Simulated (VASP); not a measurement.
Wanted: the native input for a VASP 6.6.1 run.

| Property | Result |
| --- | --- |
| Task | single point |
| Functional | PBEsol |
| Potentials or basis | VASP PAW PBE potentials, release 64 (P) |
| Cutoff | 500 eV |
| k mesh | 12 × 12 × 12 |
| Occupations | gaussian, width 0.15 eV |
| Spin | no spin polarisation |
| Dipole correction | no |
| Further INCAR settings | ALGO = Normal; EDIFF = 1e-06; NBANDS = 8 |

The structure of P lies in POSCAR:

```
P
1.0
    4.2729048574      0.0000000000     -0.2136452429
    0.0000000000      4.2729048574      0.0000000000
   -0.2189000000      0.0000000000      4.3780000000
P
1
Direct
    0.0000000000      0.0000000000      0.0000000000
```

This cell differs from its parent crystal: strain -0.1000 x Voigt [0, 0, 0, 0, 1, 0].

These files were run (other wordings do the same):

INCAR

```
PREC = Accurate ; ENCUT = 500
EDIFF = 1E-6 ; ISMEAR = 0
SIGMA = 0.15 ; LREAL = F
LASPH = T ; NELM = 120
ALGO = Normal ; ISIF = 2
LWAVE = F ; LCHARG = T
GGA = PS ; LELF = T
LVHAR = T ; NBANDS = 8
GGA_COMPAT = F
```

KPOINTS

```
Automatic mesh
0
Gamma
  12 12 12
```

Potentials or basis: VASP PAW PBE potentials, release 64 (P).

Command:

```console
$ cat potpaw_PBE.64/P/POTCAR > POTCAR
$ mpirun -np 1 vasp_std > vasp.out
```

Results of the run:

```
Pressure               : -3.8 GPa
Band gap on the k mesh : zero (an odd number of electrons rules out a gap without spin polarisation)
```

Caveat: the cell differs from its parent crystal (strain -0.1000 x Voigt [0, 0, 0, 0, 1, 0]); the cell stands under tension; the atoms stand far beyond bonding distance, and open shells without spin polarisation read as a metal; the PAW data sets were made with another functional, which shifts forces and pressure a little.

Wall time 2.6 min on 1 thread of Intel(R) Xeon(R) Platinum 8488C (Sapphire Rapids) (shared host), peak memory 0.37 GiB.
